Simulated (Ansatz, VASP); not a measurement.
**One calculation of HfN2, two programs**

```xyz
6
Lattice="4.9090 0.0000 0.0000 0.0000 4.9090 0.0000 0.0000 0.0000 3.2581" Properties=species:S:1:pos:R:3 pbc="T T T"
Hf    0.0000    0.0000    0.0000
Hf    2.4545    2.4545    1.6291
N     0.9728    3.9362    1.6291
N     1.4817    1.4817    0.0000
N     3.4273    3.4273    0.0000
N     3.9362    0.9728    1.6291
```

Alike in both runs: functional LDA; k mesh 8 × 8 × 12; occupations gaussian, width 0.1 eV; no spin polarisation.

Ansatz relaxed the structure, and its values are those at the end. VASP's run is a single point on that final structure, the one shown.

```csv
,VASP,Ansatz
version,VASP 6.6.1,Ansatz 0.2.0
potentials or method,"VASP PAW LDA potentials, release 64 (Hf_pv, N), cutoff 520 eV","scalar-relativistic, plane waves, PAW"
valence electrons in the cell,40,72
```

Ansatz gave:

```
gap on the k mesh at the Fermi level (eV) : none
pressure (GPa)                            : 0.0
rms of the force components (eV/Å)        : 0.000
```

Estimate VASP's values.

gap on the k mesh at the Fermi level (eV): none; pressure (GPa): -0.1; rms of the force components (eV/Å): 0.007.

LDA's correlation is that of Perdew and Zunger in VASP and of Perdew and Wang (1992) in Ansatz. A gap of «none» marks a metal or a gap that the smearing closes. VASP's potentials hold 40 valence electrons a cell and Ansatz's 72, so a difference there can come from the potentials and not from the codes.

Spin-orbit coupling is off throughout.
